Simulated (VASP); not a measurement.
Input of a VASP 6.6.1 run:

INCAR

```
SYSTEM = Rb
  PREC = Accurate
  ENCUT = 520
  EDIFF = 1E-6
  ISMEAR = 0
  SIGMA = 0.1
  LREAL = .FALSE.
  LASPH = .TRUE.
  NELM = 80
  ALGO = Fast
  ISIF = 2
  LWAVE = .FALSE.
  LCHARG = .FALSE.
  GGA = PE
  NBANDS = 16
```

The input KPOINTS:

```
regular mesh
0
G
  10 10 10
  0 0 0
```

The input POSCAR:

```
Rb
1.0
    5.7272666882      0.0000000000      0.0000000000
    0.0000000000      5.7272666882      0.0000000000
    0.0000000000      0.0000000000      5.4437386343
Rb
2
Direct
    0.0000000000      0.0000000000      0.0000000000
    0.5000000000      0.5000000000      0.5000000000
```

Potentials or basis: VASP PAW PBE potentials, release 64 (Rb_sv).

The run is started by

```console
$ cat potpaw_PBE.64/Rb_sv/POTCAR > POTCAR
$ mpirun -np 1 vasp_std > vasp.out
```

Problem. Predict the pressure.

Solution. 0.1 GPa.

Problem. What does it give for the band gap on the k mesh?

Solution. Zero (bands 9 and 10 overlap by 1.94 eV).

Caveat: the cell differs from its parent crystal (uniaxial strain along c: -4.0 %).
